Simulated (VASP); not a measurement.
# Co (Fd-3m) in VASP: further runs, part 2 of 2

VASP 6.6.1. Earlier steps stand in the parts before.

### 3 Single point, LDA, collinear spin, antiferromagnetic start (13.74 Å³/atom)

This run uses another cell than the first one, of 13.74 Å³/atom.

The input, INCAR:

```
  PREC = Accurate
  ENCUT = 520
  EDIFF = 1E-7
  ISMEAR = -1
  SIGMA = 0.05
  LREAL = False
  LASPH = True
  NELM = 150
  ALGO = Normal
  ISIF = 2
  LWAVE = False
  LCHARG = False
  ISPIN = 2
  MAGMOM = 1.7 -1.7
  LORBIT = 11
  LMAXMIX = 4
  NBANDS = 20
```

The input, KPOINTS:

```
regular mesh
0
Gamma
  13 13 13
```

The input, POSCAR:

```
Co
1.0
    0.0000000000      2.3949782290      2.3949782290
    2.3949782290      0.0000000000      2.3949782290
    2.3949782290      2.3949782290      0.0000000000
Co
2
Direct
    0.1250000000      0.1250000000      0.1250000000
    0.8750000000      0.8750000000      0.8750000000
```

Potentials or basis: VASP PAW LDA potentials, release 64 (Co).

Run with:

```sh
$ cat potpaw_LDA.64/Co/POTCAR > POTCAR
$ mpirun -np 1 vasp_std > vasp.out
```

It took 2.9 min on 1 thread of Intel Xeon 8259CL, shared host; peak memory 0.19 GiB.

Results (log left out):

| Quantity | Value |
| --- | --- |
| Free energy | -13.5827 eV |
| Pressure | -1.8 GPa |
| Band gap on the k mesh | zero (filled and empty bands overlap) |
| Net moment | 0.00 μB per cell |
| Valence electrons inside the program's atomic spheres | Co 8.47 |

Levels at points of the mesh, in eV from the Fermi level:
Spin up:
```
           k point  band 5  band 6  band 7  band 8  band 9  band 10  band 11  band 12  band 13  band 14
(0.00, 0.00, 0.00)   -3.17   -3.17   -1.20   -1.20   -1.20     0.33     0.33    14.09    14.09    14.09
```
Spin down:
| k point | band 6 | band 7 | band 8 | band 9 | band 10 | band 11 | band 12 | band 13 |
| --- | --- | --- | --- | --- | --- | --- | --- | --- |
| (0.00, 0.00, 0.00) | -3.17 | -1.20 | -1.20 | -1.20 | 0.33 | 0.33 | 14.09 | 14.09 |

Caveat: the moments typed at the start vanished in this run.

### 4 Single point, LDA, collinear spin, antiferromagnetic start (14.29 Å³/atom)

This run uses another cell than the first one, of 14.29 Å³/atom.

The input, INCAR:

```
SYSTEM = Co
PREC = Accurate ; ENCUT = 520
EDIFF = 1E-6 ; ISMEAR = -1
SIGMA = 0.05 ; LREAL = .FALSE.
LASPH = .TRUE. ; NELM = 150
ALGO = Normal ; ISIF = 2
LWAVE = .FALSE. ; LCHARG = .FALSE.
ISPIN = 2 ; MAGMOM = 1.7 -1.7
LORBIT = 11 ; LMAXMIX = 4
GGA = CA ; NBANDS = 20
```

The input, KPOINTS:

```
Automatic mesh
0
G
  13 13 13
  0 0 0
```

The input, POSCAR:

```
Co
1.0
    0.0000000000      2.4264947146      2.4264947146
    2.4264947146      0.0000000000      2.4264947146
    2.4264947146      2.4264947146      0.0000000000
Co
2
Direct
    0.1250000000      0.1250000000      0.1250000000
    0.8750000000      0.8750000000      0.8750000000
```

Potentials or basis: VASP PAW LDA potentials, release 64 (Co).

Run with:

```sh
$ cat potpaw_LDA.64/Co/POTCAR > POTCAR
$ mpirun -np 1 vasp_std > vasp.out
```

OUTCAR:

```text
SYSTEM = Co
   PREC = Accurate
   ENCUT = 520
   EDIFF = 1E-6
   ISMEAR = -1
   LREAL = .FALSE.
   LASPH = .TRUE.
   NELM = 150
   ISIF = 2
   ISPIN = 2
   LORBIT = 11
   GGA = CA

 ion  position               nearest neighbor table
   1  0.125  0.125  0.125-   2 2.10   2 2.10   2 2.10   2 2.10
   2  0.875  0.875  0.875-   1 2.10   1 2.10   1 2.10   1 2.10

  LATTYP: Found a face centered cubic cell.
 ALAT       =     4.8529894292

  Lattice vectors:

 A1 = (   0.0000000000,   2.4264947146,   2.4264947146)
 A2 = (   2.4264947146,   0.0000000000,   2.4264947146)
 A3 = (   2.4264947146,   2.4264947146,   0.0000000000)

Analysis of symmetry for initial positions (statically):
[... 1323 lines left out ...]
  energy-cutoff  :      520.00
  volume of cell :       28.57
      direct lattice vectors                 reciprocal lattice vectors
     0.000000000  2.426494715  2.426494715    -0.206058557  0.206058557  0.206058557
     2.426494715  0.000000000  2.426494715     0.206058557 -0.206058557  0.206058557
     2.426494715  2.426494715  0.000000000     0.206058557  0.206058557 -0.206058557

 POSITION                                       TOTAL-FORCE (eV/Angst)
 -----------------------------------------------------------------------------------
      0.60662      0.60662      0.60662        -0.000000     -0.000000     -0.000000
      4.24637      4.24637      4.24637         0.000000      0.000000      0.000000
 -----------------------------------------------------------------------------------
    total drift:                                0.000000      0.000000     -0.000000

  FREE ENERGIE OF THE ION-ELECTRON SYSTEM (eV)
  ---------------------------------------------------
  free  energy   TOTEN  =       -13.5506498565 eV

  energy  without entropy=      -13.5139750864  energy(sigma->0) =      -13.53231247

 total charge

# of ion       s       p       d       tot
------------------------------------------
    1        0.570   0.432   7.398   8.401
    2        0.570   0.432   7.398   8.401
--------------------------------------------------
tot          1.140   0.865  14.796  16.801

 magnetization (x)

# of ion       s       p       d       tot
------------------------------------------
    1        0.000   0.000   0.000   0.000
    2       -0.000  -0.000  -0.000  -0.000
--------------------------------------------------
tot          0.000   0.000   0.000   0.000
```

Wall time 2.8 min (1 thread of Intel Xeon 8259CL, shared host); peak memory 0.2 GiB.

What came out:

- Free energy: -13.5506 eV
- Pressure: -7.4 GPa
- Band gap on the k mesh: zero (filled and empty bands overlap)
- Net moment: 0.00 μB per cell
- Valence electrons inside the program's atomic spheres: Co 8.40

Caveat: the cell stands under tension; the moments typed at the start vanished in this run.

### 5 Single point, LDA, collinear spin, antiferromagnetic start (14.84 Å³/atom)

This run uses another cell than the first one, of 14.84 Å³/atom.

The input, INCAR:

```
PREC = Accurate
ENCUT = 520
EDIFF = 1E-6
ISMEAR = -1
SIGMA = 0.05
LREAL = False
LASPH = True
NELM = 150
ALGO = Normal
ISIF = 2
LWAVE = False
LCHARG = True
ISPIN = 2
MAGMOM = 1.7 -1.7
LORBIT = 11
LMAXMIX = 4
GGA = CA
LELF = True
LVHAR = True
NBANDS = 20
```

The input, KPOINTS:

```
regular mesh
0
Gamma
  13 13 13
```

The input, POSCAR:

```
Co
1.0
    0.0000000000      2.4572130986      2.4572130986
    2.4572130986      0.0000000000      2.4572130986
    2.4572130986      2.4572130986      0.0000000000
Co
2
Direct
    0.1250000000      0.1250000000      0.1250000000
    0.8750000000      0.8750000000      0.8750000000
```

Potentials or basis: VASP PAW LDA potentials, release 64 (Co).

Run with:

```sh
$ cat potpaw_LDA.64/Co/POTCAR > POTCAR
$ mpirun -np 1 vasp_std > vasp.out
```

OUTCAR:

```text
PREC = Accurate
   ENCUT = 520
   EDIFF = 1E-6
   ISMEAR = -1
   LREAL = False
   LASPH = True
   NELM = 150
   ISIF = 2
   ISPIN = 2
   LORBIT = 11
   GGA = CA

 ion  position               nearest neighbor table
   1  0.125  0.125  0.125-   2 2.13   2 2.13   2 2.13   2 2.13
   2  0.875  0.875  0.875-   1 2.13   1 2.13   1 2.13   1 2.13

  LATTYP: Found a face centered cubic cell.
 ALAT       =     4.9144261972

  Lattice vectors:

 A1 = (   0.0000000000,   2.4572130986,   2.4572130986)
[... 1322 lines left out ...]
  in kB     -117.8813055   -117.8813055   -117.8813055     -0.0000000      0.0000000      0.0000000
  external PRESSURE =    -117.8813055 kB  Pullay stress =       0.0000000 kB

 VOLUME and BASIS-vectors are now :
 -----------------------------------------------------------------------------
  energy-cutoff  :      520.00
  volume of cell :       29.67
      direct lattice vectors                 reciprocal lattice vectors
     0.000000000  2.457213099  2.457213099    -0.203482555  0.203482555  0.203482555
     2.457213099  0.000000000  2.457213099     0.203482555 -0.203482555  0.203482555
     2.457213099  2.457213099  0.000000000     0.203482555  0.203482555 -0.203482555

 POSITION                                       TOTAL-FORCE (eV/Angst)
 -----------------------------------------------------------------------------------
      0.61430      0.61430      0.61430        -0.000000      0.000000     -0.000000
      4.30012      4.30012      4.30012         0.000000     -0.000000      0.000000
 -----------------------------------------------------------------------------------
    total drift:                                0.000000      0.000000     -0.000000

  FREE ENERGIE OF THE ION-ELECTRON SYSTEM (eV)
  ---------------------------------------------------
  free  energy   TOTEN  =       -13.4845921407 eV

  energy  without entropy=      -13.4458371953  energy(sigma->0) =      -13.46521467

 total charge

# of ion       s       p       d       tot
------------------------------------------
    1        0.556   0.408   7.375   8.339
    2        0.556   0.408   7.375   8.339
--------------------------------------------------
tot          1.113   0.816  14.749  16.678

 magnetization (x)

# of ion       s       p       d       tot
------------------------------------------
    1        0.000   0.000  -0.000  -0.000
    2       -0.000  -0.000   0.000   0.000
--------------------------------------------------
tot          0.000   0.000   0.000   0.000
```

stdout:

```text
POSCAR found type information on POSCAR Co
 POSCAR found :  1 types and       2 ions
 scaLAPACK will be used
 LDA part: xc-table for (Slater(with rela. corr.)+CA(PZ))
 , standard interpolation
 POSCAR, INCAR and KPOINTS ok, starting setup
 FFT: planning ... GRIDC
 FFT: planning ... GRID_SOFT
 FFT: planning ... GRID
 WAVECAR not read
 entering main loop
```

It took 2.4 min on 1 thread of Intel Xeon 8259CL, shared host; peak memory 0.2 GiB.

What came out:

```yaml
Free_energy: -13.4846 eV
Pressure: -11.8 GPa
Band_gap_on_the_k_mesh: zero (filled and empty bands overlap)
Net_moment: 0.00 μB per cell
Valence_electrons_inside_the_program's_atomic_spheres: Co 8.34
```

Caveat: the cell stands under tension; the moments typed at the start vanished in this run.

### 6 Single point, LDA, collinear spin, antiferromagnetic start (15.39 Å³/atom)

This run uses another cell than the first one, of 15.39 Å³/atom.

The input, INCAR:

```
SYSTEM = Co
PREC = Accurate ; ENCUT = 520
EDIFF = 1E-7 ; ISMEAR = -1
SIGMA = 0.05 ; LREAL = .FALSE.
LASPH = .TRUE. ; NELM = 150
ALGO = Normal ; ISIF = 2
LWAVE = .FALSE. ; LCHARG = .FALSE.
ISPIN = 2 ; MAGMOM = 1.7 -1.7
LORBIT = 11 ; LMAXMIX = 4
GGA = CA ; NBANDS = 20
```

The input, KPOINTS:

```
regular mesh
0
G
  13 13 13
  0 0 0
```

The input, POSCAR:

```
Co
1.0
    0.0000000000      2.4871820656      2.4871820656
    2.4871820656      0.0000000000      2.4871820656
    2.4871820656      2.4871820656      0.0000000000
Co
2
Direct
    0.1250000000      0.1250000000      0.1250000000
    0.8750000000      0.8750000000      0.8750000000
```

Potentials or basis: VASP PAW LDA potentials, release 64 (Co).

Run with:

```sh
$ cat potpaw_LDA.64/Co/POTCAR > POTCAR
$ mpirun -np 1 vasp_std > vasp.out
```

Wall time 2.1 min (1 thread of Intel Xeon 8259CL, shared host); peak memory 0.2 GiB.

The run converged. Its results:

```
Free energy                                           : -13.3914 eV
Pressure                                              : -15.3 GPa
Band gap on the k mesh                                : zero (filled and empty bands overlap)
Net moment                                            : 0.00 μB per cell
Valence electrons inside the program's atomic spheres : Co 8.28
```

Levels at points of the mesh, in eV from the Fermi level:
Spin up:
```csv
k point,band 5,band 6,band 7,band 8,band 9,band 10,band 11,band 12,band 13,band 14
"(0.00, 0.00, 0.00)",-2.76,-2.76,-1.03,-1.03,-1.03,0.27,0.27,12.95,12.95,12.95
```
Spin down:
```csv
k point,band 5,band 6,band 7,band 8,band 9,band 10,band 11,band 12,band 13,band 14
"(0.00, 0.00, 0.00)",-2.76,-2.76,-1.03,-1.03,-1.03,0.27,0.27,12.95,12.95,12.95
```

Caveat: the cell stands under tension; the moments typed at the start vanished in this run.
